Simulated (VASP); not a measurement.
Set up this calculation in VASP 6.6.1, as the native input.

```yaml
Task: relaxation of cell and atoms
Functional: PBEsol-based global hybrid with 25 % exact exchange
Potentials_or_basis: VASP PAW PBE potentials, release 64 (Ag)
Cutoff: 600 eV
k_mesh: 6 × 6 × 6
Occupations: fermi-dirac, width 0.05 eV
Spin: no spin polarisation
Dipole_correction: no
Grid_for_exact_exchange_PRECFOCK: Normal
Share_of_exact_exchange: 0.25
Further_INCAR_settings: ALGO = Normal; EDIFF = 1e-07; IBRION = 2; EDIFFG = -0.01; NSW = 60; ISIF = 3
```

The system is Ag.

```
CELL_PARAMETERS angstrom
-1.65565 1.65565 1.65565
1.65565 -1.65565 1.65565
1.65565 1.65565 -1.65565
ATOMIC_POSITIONS crystal
Ag 0.00000 0.00000 0.00000
```

This isn't the form of Ag at room conditions, which is fcc.

These files were run (other wordings do the same):

POSCAR

```
Ag
1.0
   -1.6556540000      1.6556540000      1.6556540000
    1.6556540000     -1.6556540000      1.6556540000
    1.6556540000      1.6556540000     -1.6556540000
Ag
1
Direct
    0.0000000000      0.0000000000      0.0000000000
```

INCAR.step1

```
SYSTEM = Ag
ALGO = Normal ; EDIFF = 1E-5
ENCUT = 600 ; GGA = PE
ISMEAR = -1 ; LASPH = .TRUE.
LCHARG = .FALSE. ; LREAL = .FALSE.
LWAVE = .TRUE. ; NBANDS = 12
NELM = 80 ; PREC = Accurate
SIGMA = 0.05
```

INCAR.step2

```
SYSTEM = Ag
AEXX = 0.25 ; ALGO = Normal
EDIFF = 1E-7 ; EDIFFG = -0.01
ENCUT = 600 ; GGA = PS
IBRION = 2 ; ISIF = 3
ISMEAR = -1 ; ISTART = 1
LASPH = .TRUE. ; LCHARG = .FALSE.
LHFCALC = .TRUE. ; LREAL = .FALSE.
LWAVE = .FALSE. ; NELM = 80
NSW = 60 ; PREC = Accurate
PRECFOCK = Normal ; SIGMA = 0.05
```

KPOINTS

```
k-points
0
G
  6 6 6
  0 0 0
```

Potentials or basis: VASP PAW PBE potentials, release 64 (Ag).

Run with:

```console
$ cat potpaw_PBE.64/Ag/POTCAR > POTCAR
$ cp INCAR.step1 INCAR
$ mpirun -np 1 vasp_std > vasp.out
$ cp INCAR.step2 INCAR
$ mpirun -np 1 vasp_std > vasp.out
```

It gave:

* Relaxed volume: 16.98 Å³/atom
* Relaxed cell: a = 2.804 Å, b = 2.804 Å, c = 2.804 Å, α = 109.47°, β = 109.47°, γ = 109.47°
* Space group after relaxing (to 0.1 Å): Im-3m (No. 229)
* Energy gained by relaxing: 23.6 meV/atom
* Ionic steps: 3
* Pressure after relaxing: 0.0 GPa
* Band gap on the k mesh: zero (an odd number of electrons rules out a gap without spin polarisation)

Caveat: the k points lie up to 0.46 Å⁻¹ apart in the final cell, too coarse for converged energies and pressures of a metal; the PAW data sets were made with another functional, which shifts forces and pressure a little.

It took 24 min on 1 thread of Intel(R) Xeon(R) Platinum 8559C (Emerald Rapids), with other jobs on the host, peak memory 0.16 GiB.
